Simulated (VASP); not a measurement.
# CrCoPt2 (P4/mmm) in VASP: a series of runs

CrCoPt2 is run at these levels: LDA; tasks: single point.

Program: VASP 6.6.1. These are calculated values, not measurements. Logs are shortened: lines on timing, memory, paths and dates and some standing lists are left out, and cuts for length are marked.

**1. The cell of the first run**

The structure is tetragonal, space group P4/mmm (No. 123). The conventional cell has a = 3.819 Å, b = 3.819 Å, c = 3.746 Å, α = 90.00°, β = 90.00°, γ = 90.00°. Cr (site symmetry 4/mmm) has 8 Pt at 2.67 Å and 4 Co at 2.70 Å within 3.5 Å. Within 3.5 Å of Co (site symmetry 4/mmm) lie 8 Pt at 2.67 Å and 4 Cr at 2.70 Å. Pt (site symmetry mmm) has 4 Cr at 2.67 Å and 4 Co at 2.67 Å and 4 Pt at 2.70 Å within 3.5 Å.

**2. Single point, LDA, collinear spin, ferrimagnetic start**

File INCAR:

```
  PREC = Accurate
  ENCUT = 520
  EDIFF = 1E-7
  ISMEAR = -1
  SIGMA = 0.05
  LREAL = False
  LASPH = True
  NELM = 150
  ALGO = Normal
  ISIF = 2
  LWAVE = False
  LCHARG = False
  ISPIN = 2
  MAGMOM = 3 -2 0 0
  LORBIT = 11
  LMAXMIX = 4
  GGA = CA
  NBANDS = 32
```

File KPOINTS:

```
regular mesh
0
Gamma
  8 8 8
```

File POSCAR:

```
CrCoPt2
1.0
    3.8190000000      0.0000000000      0.0000000000
    0.0000000000      3.8190000000      0.0000000000
    0.0000000000      0.0000000000      3.7460000000
Cr Co Pt
1 1 2
Direct
    0.0000000000      0.0000000000      0.0000000000
    0.5000000000      0.5000000000      0.0000000000
    0.0000000000      0.5000000000      0.5000000000
    0.5000000000      0.0000000000      0.5000000000
```

Potentials or basis: VASP PAW LDA potentials, release 64 (Cr_pv, Co, Pt).

Command:

```sh
$ cat potpaw_LDA.64/Cr_pv/POTCAR potpaw_LDA.64/Co/POTCAR potpaw_LDA.64/Pt/POTCAR > POTCAR
$ mpirun -np 1 vasp_std > vasp.out
```

OUTCAR:

```text
PREC = Accurate
   ENCUT = 520
   EDIFF = 1E-7
   ISMEAR = -1
   LREAL = False
   LASPH = True
   NELM = 150
   ISIF = 2
   ISPIN = 2
   LORBIT = 11
   GGA = CA

 ion  position               nearest neighbor table
   1  0.000  0.000  0.000-   3 2.67   4 2.67   3 2.67   4 2.67   3 2.67   3 2.67   4 2.67   4 2.67
                             2 2.70   2 2.70   2 2.70   2 2.70
   2  0.500  0.500  0.000-   3 2.67   4 2.67   3 2.67   4 2.67   4 2.67   4 2.67   3 2.67   3 2.67
                             1 2.70   1 2.70   1 2.70   1 2.70
   3  0.000  0.500  0.500-   1 2.67   2 2.67   1 2.67   2 2.67   1 2.67   1 2.67   2 2.67   2 2.67
                             4 2.70   4 2.70   4 2.70   4 2.70
   4  0.500  0.000  0.500-   1 2.67   2 2.67   1 2.67   2 2.67   2 2.67   2 2.67   1 2.67   1 2.67
                             3 2.70   3 2.70   3 2.70   3 2.70

  LATTYP: Found a simple tetragonal cell.
 ALAT       =     3.8190000000
 C/A-ratio  =     0.9808850484

  Lattice vectors:

 A1 = (   3.8190000000,   0.0000000000,   0.0000000000)
 A2 = (   0.0000000000,   3.8190000000,   0.0000000000)
 A3 = (   0.0000000000,   0.0000000000,   3.7460000000)

Analysis of symmetry for initial positions (statically):
=====================================================================
 Subroutine PRICEL returns:
 Original cell was already a primitive cell.

 Routine SETGRP: Setting up the symmetry group for a
 simple tetragonal supercell.

 Subroutine GETGRP returns: Found 16 space group operations
 (whereof 16 operations were pure point group operations)
 out of a pool of 16 trial point group operations.

The static configuration has the point symmetry D_4h.

Analysis of symmetry for dynamics (positions and initial velocities):
=====================================================================
 Subroutine PRICEL returns:
 Original cell was already a primitive cell.

 Routine SETGRP: Setting up the symmetry group for a
 simple tetragonal supercell.

 Subroutine GETGRP returns: Found 16 space group operations
 (whereof 16 operations were pure point group operations)
 out of a pool of 16 trial point group operations.

The dynamic configuration has the point symmetry D_4h.

Analysis of structural, dynamic, and magnetic symmetry:
=====================================================================
 Subroutine PRICEL returns:
 Original cell was already a primitive cell.

 Routine SETGRP: Setting up the symmetry group for a
 simple tetragonal supercell.

 Subroutine GETGRP returns: Found 16 space group operations
 (whereof 16 operations were pure point group operations)
 out of a pool of 16 trial point group operations.

The overall configuration has the point symmetry D_4h.

 Subroutine INISYM returns: Found 16 space group operations
 (whereof 16 operations are pure point group operations),
 and found     1 'primitive' translations

----------------------------------------------------------------------------------------

                                     Primitive cell

  volume of cell :      54.6345

  direct lattice vectors                    reciprocal lattice vectors
     3.819000000  0.000000000  0.000000000     0.261848651  0.000000000  0.000000000
     0.000000000  3.819000000  0.000000000     0.000000000  0.261848651  0.000000000
     0.000000000  0.000000000  3.746000000     0.000000000  0.000000000  0.266951415

  length of vectors
     3.819000000  3.819000000  3.746000000     0.261848651  0.261848651  0.266951415

  position of ions in fractional coordinates (direct lattice)
     0.000000000  0.000000000  0.000000000
     0.500000000  0.500000000  0.000000000
     0.000000000  0.500000000  0.500000000
     0.500000000  0.000000000  0.500000000

  ion indices of the primitive-cell ions
   primitive index   ion index
                 1           1
                 2           2
                 3           3
                 4           4

----------------------------------------------------------------------------------------

 KPOINTS: regular mesh

Automatic generation of k-mesh.
 Grid dimensions read from file:
 generate k-points for:    8    8    8

 Generating k-lattice:

  Cartesian coordinates                     Fractional coordinates (reciprocal lattice)
     0.032731081  0.000000000  0.000000000     0.125000000  0.000000000  0.000000000
     0.000000000  0.032731081  0.000000000     0.000000000  0.125000000  0.000000000
     0.000000000  0.000000000  0.033368927     0.000000000  0.000000000  0.125000000

  Length of vectors
     0.032731081  0.032731081  0.033368927

  Shift w.r.t. Gamma in fractional coordinates (k-lattice)
     0.000000000  0.000000000  0.000000000

 Subroutine IBZKPT returns following result:
 ===========================================

 Found     75 irreducible k-points:

 Following reciprocal coordinates:
            Coordinates               Weight
  0.000000  0.000000  0.000000      1.000000
  0.125000  0.000000  0.000000      4.000000
  0.250000  0.000000  0.000000      4.000000
  0.375000  0.000000  0.000000      4.000000
  0.500000  0.000000  0.000000      2.000000
  0.125000  0.125000  0.000000      4.000000
[... 16 lines left out ...]
  0.375000  0.125000  0.125000     16.000000
  0.500000  0.125000  0.125000      8.000000
 [... further k-points ...]
   k-points           NKPTS =     75   k-points in BZ     NKDIM =     75   number of bands    NBANDS=     32
   number of dos      NEDOS =    301   number of ions     NIONS =      4
   total plane-waves  NPLWV =  21952
   dimension x,y,z NGX =    28 NGY =   28 NGZ =   28
   dimension x,y,z NGXF=    56 NGYF=   56 NGZF=   56
   ions per type =               1   1   2
   NGX,Y,Z   is equivalent  to a cutoff of  12.19, 12.19, 12.43 a.u.
   NGXF,Y,Z  is equivalent  to a cutoff of  24.38, 24.38, 24.85 a.u.
 SYSTEM =  unknown system
   PREC   = accura    normal or accurate (medium, high low for compatibility)
   ISTART =      0    job   : 0-new  1-cont  2-samecut
   ICHARG =      2    charge: 1-file 2-atom 10-const
   ISPIN  =      2    spin polarized calculation?
   LNONCOLLINEAR =      F non collinear calculations
   LSORBIT =      F    spin-orbit coupling
   LASPH  =      T    aspherical Exc in radial PAW
   ENCUT  =  520.0 eV  38.22 Ry    6.18 a.u.   7.10  7.10  6.97*2*pi/ulx,y,z
   NELM   =    150;   NELMIN=  2; NELMDL= -5     # of ELM steps
   EDIFF  = 0.1E-06   stopping-criterion for ELM
   LREAL  =      F    real-space projection
   EDIFFG = 0.1E-05   stopping-criterion for IOM
   NSW    =      0    number of steps for IOM
   IBRION =     -1    ionic relax: 0-MD 1-quasi-New 2-CG
   NFREE  =      0    steps in history (QN), initial steepest desc. (CG)
   ISIF   =      2    stress and relaxation
   ISYM   =      2    0-nonsym 1-usesym 2-fastsym
   POTIM  = 0.5000    time-step for ionic-motion
   TEBEG  =    0.0;   TEEND  =   0.0 temperature during run
   PSTRESS=    0.0 pullay stress
   NELECT =      41.0000    total number of electrons
   NUPDOWN=      -1.0000    fix difference up-down
   EMIN   =  10.00;   EMAX   =-10.00  energy-range for DOS
   EFERMI =   0.00;   METHOD = LEGACY
   ISMEAR =    -1;   SIGMA  =   0.05  broadening in eV -4-tet -1-fermi 0-gaus
   EFERMI_NEDOS =   21; number of points for ismear=-14 and -15
   IALGO  =     38    algorithm
   IMIX   =      4    mixing-type and parameters
     AMIX     =   0.40;   BMIX     =  1.00
     AMIX_MAG =   1.60;   BMIX_MAG =  1.00
  volume/ion in A,a.u.               =      13.66        92.17
  Fermi-wavevector in a.u.,A,eV,Ry     =   1.487694  2.811335 30.112889  2.213235
  Thomas-Fermi vector in A             =   2.600823
   LORBIT       =     11    0 simple, 1 ext, 2 COOP (PROOUT), +10 PAW based schemes
   GGA     = CA    functional components
   LHFCALC =     F    Hartree Fock is set to
   AEXX    =    0.0000 exact exchange contribution
   IVDW    =     0    specifies the selected vdW correction
   LEPSILON=     F    determine dielectric tensor
   LRPA    =     F    only Hartree local field effects (RPA)
 spin polarized calculation
  energy-cutoff  :      520.00
  volume of cell :       54.63
 maximum number of plane-waves:      1490
   NGX = 15   NGY = 15   NGZ = 13

 number of electron      40.9999980 magnetization       1.1396922

 Free energy of the ion-electron system (eV)
  ---------------------------------------------------
  ext. energy  EPLUGINS =         0.00000000
  ---------------------------------------------------
  free energy    TOTEN  =       -34.13104471 eV

  energy without entropy =      -34.09716878  energy(sigma->0) =      -34.11410675

 E-fermi :  10.5688     XC(G=0): -13.5234

 val. band max:       10.5682631347   @ k =   0.1250   0.0000   0.1250
 cond. band min:      10.5729254745   @ k =   0.3750   0.3750   0.1250
 fundamental gap:      0.0046623397
 Fermi energy:        10.5687611555

 spin component 1

 k-point     1 :       0.0000    0.0000    0.0000
  band No.  band energies     occupation
      1     -33.3600      1.00000
      2     -33.3447      1.00000
      3     -33.3447      1.00000
      4       0.8765      1.00000
      5       3.5191      1.00000
      6       4.2265      1.00000
[... 829 lines left out ...]
     31      21.5022      0.00000
     32      22.3342      0.00000

 [... further k-points ...]

 spin component 2

 k-point     1 :       0.0000    0.0000    0.0000
  band No.  band energies     occupation
      1     -31.0910      1.00000
      2     -31.0650      1.00000
      3     -31.0650      1.00000
      4       0.9833      1.00000
      5       3.6124      1.00000
      6       4.2109      1.00000
[... 829 lines left out ...]
     31      21.4449      0.00000
     32      22.8361      0.00000

 [... further k-points ...]

------------------------ aborting loop because EDIFF is reached ----------------------------------------

  FORCE on cell =-STRESS in cart. coord.  units (eV):
  Direction    XX          YY          ZZ          XY          YZ          ZX
  --------------------------------------------------------------------------------------
  -------------------------------------------------------------------------------------
  Total       -4.7451994     -4.7451994     -5.1698920      0.0000000     -0.0000000      0.0000000
  in kB     -139.1547254   -139.1547254   -151.6089931      0.0000000     -0.0000000      0.0000000
  external PRESSURE =    -143.3061480 kB  Pullay stress =       0.0000000 kB

 VOLUME and BASIS-vectors are now :
 -----------------------------------------------------------------------------
  energy-cutoff  :      520.00
  volume of cell :       54.63
      direct lattice vectors                 reciprocal lattice vectors
     3.819000000  0.000000000  0.000000000     0.261848651  0.000000000  0.000000000
     0.000000000  3.819000000  0.000000000     0.000000000  0.261848651  0.000000000
     0.000000000  0.000000000  3.746000000     0.000000000  0.000000000  0.266951415

 POSITION                                       TOTAL-FORCE (eV/Angst)
 -----------------------------------------------------------------------------------
      0.00000      0.00000      0.00000         0.000000      0.000000      0.000000
      1.90950      1.90950      0.00000         0.000000      0.000000      0.000000
      0.00000      1.90950      1.87300         0.000000      0.000000      0.000000
      1.90950      0.00000      1.87300         0.000000      0.000000      0.000000
 -----------------------------------------------------------------------------------
    total drift:                                0.000000      0.000000      0.000000

  FREE ENERGIE OF THE ION-ELECTRON SYSTEM (eV)
  ---------------------------------------------------
  free  energy   TOTEN  =       -34.1310447147 eV

  energy  without entropy=      -34.0971687784  energy(sigma->0) =      -34.11410675

 total charge

# of ion       s       p       d       tot
------------------------------------------
    1        0.334   6.285   4.072  10.691
    2        0.415   0.447   7.286   8.147
    3        0.731   0.693   8.020   9.444
    4        0.731   0.693   8.020   9.444
--------------------------------------------------
tot          2.210   8.117  27.399  37.726

 magnetization (x)

# of ion       s       p       d       tot
------------------------------------------
    1        0.021   0.036   2.383   2.440
    2       -0.009  -0.011  -1.190  -1.211
    3       -0.005   0.013  -0.118  -0.110
    4       -0.005   0.013  -0.118  -0.110
--------------------------------------------------
tot          0.001   0.052   0.957   1.010
```

Wall time 3.3 min (1 thread of AMD EPYC 9R45 (Zen 5), shared host); peak memory 0.28 GiB.

What came out:

```
Free energy                                           : -34.1310 eV
Pressure                                              : -14.3 GPa
Net moment                                            : 1.14 μB per cell
Site moments                                          : Cr +2.44; Co -1.21; Pt -0.11 μB
Valence electrons inside the program's atomic spheres : Cr 10.69; Co 8.15; Pt 9.44
```

Caveat: the cell stands under tension; an empty level that is flat over the whole mesh can mark a ghost state of the potentials, or a narrow d or f band; spin-orbit coupling is left out, which moves the levels of the heavy elements.

**3. Single point, LDA, collinear spin, ferrimagnetic start**

File INCAR:

```
SYSTEM = CrCoPt2
ALGO = Normal
EDIFF = 1E-7
ENCUT = 520
GGA = CA
ISIF = 2
ISMEAR = -1
ISPIN = 2
LASPH = .TRUE.
LCHARG = .FALSE.
LMAXMIX = 4
LORBIT = 11
LREAL = .FALSE.
LWAVE = .FALSE.
MAGMOM = 3 -2 0 0
NBANDS = 32
NELM = 150
PREC = Accurate
SIGMA = 0.05
```

File KPOINTS:

```
k-points
0
G
  8 8 8
  0 0 0
```

POSCAR is that of step 2.

Potentials or basis: VASP PAW LDA potentials, release 64 (Cr_pv, Co, Pt).

Command:

```sh
$ cat potpaw_LDA.64/Cr_pv/POTCAR potpaw_LDA.64/Co/POTCAR potpaw_LDA.64/Pt/POTCAR > POTCAR
$ mpirun -np 1 vasp_std > vasp.out
```

Wall time 3.3 min (1 thread of AMD EPYC 9R45 (Zen 5), shared host); peak memory 0.28 GiB.

Results (log left out):

- Free energy: -34.1310 eV
- Pressure: -14.3 GPa
- Net moment: 1.14 μB per cell
- Site moments: Cr +2.44; Co -1.21; Pt -0.11 μB
- Valence electrons inside the program's atomic spheres: Cr 10.69; Co 8.15; Pt 9.44

Stress tensor (GPa, compression positive):
```
-13.92   0.00   0.00
  0.00 -13.92   0.00
  0.00   0.00 -15.16
```

Levels at points of the mesh, in eV from the Fermi level:
Spin up:
```tsv
k point	band 18	band 19	band 20	band 21	band 22	band 23	band 24	band 25
(0.00, 0.00, 0.00)	0.42	0.58	0.67	0.70	0.70	0.87	0.87	1.78
(0.50, 0.00, 0.00)	-0.85	-0.79	-0.78	-0.61	-0.24	-0.09	0.71	0.87
(0.50, 0.50, 0.00)	-1.84	-1.69	-1.09	-0.72	-0.38	-0.38	1.69	1.70
(0.00, 0.00, 0.50)	-1.20	-0.90	-0.61	-0.61	-0.48	0.00	0.59	0.67
(0.50, 0.00, 0.50)	-1.09	-0.84	-0.70	-0.65	-0.59	-0.54	1.54	1.88
(0.50, 0.50, 0.50)	-0.50	-0.48	0.26	0.26	0.41	0.43	0.47	0.48
```
Spin down:
| k point | band 18 | band 19 | band 20 | band 21 | band 22 | band 23 |
| --- | --- | --- | --- | --- | --- | --- |
| (0.00, 0.00, 0.00) | -0.19 | 0.51 | 1.68 | 1.75 | 1.75 | 1.93 |
| (0.50, 0.00, 0.00) | -1.53 | -0.93 | -0.20 | 0.42 | 0.46 | 1.06 |
| (0.50, 0.50, 0.00) | -1.76 | -1.71 | -1.65 | 0.40 | 0.40 | 0.96 |
| (0.00, 0.00, 0.50) | -1.64 | -0.96 | 0.08 | 0.08 | 0.51 | 0.68 |
| (0.50, 0.00, 0.50) | -1.66 | -1.57 | -1.46 | 0.70 | 0.79 | 0.94 |
| (0.50, 0.50, 0.50) | -0.40 | -0.30 | -0.30 | -0.28 | -0.26 | 1.41 |

Caveat: the cell stands under tension; an empty level that is flat over the whole mesh can mark a ghost state of the potentials, or a narrow d or f band; spin-orbit coupling is left out, which moves the levels of the heavy elements.
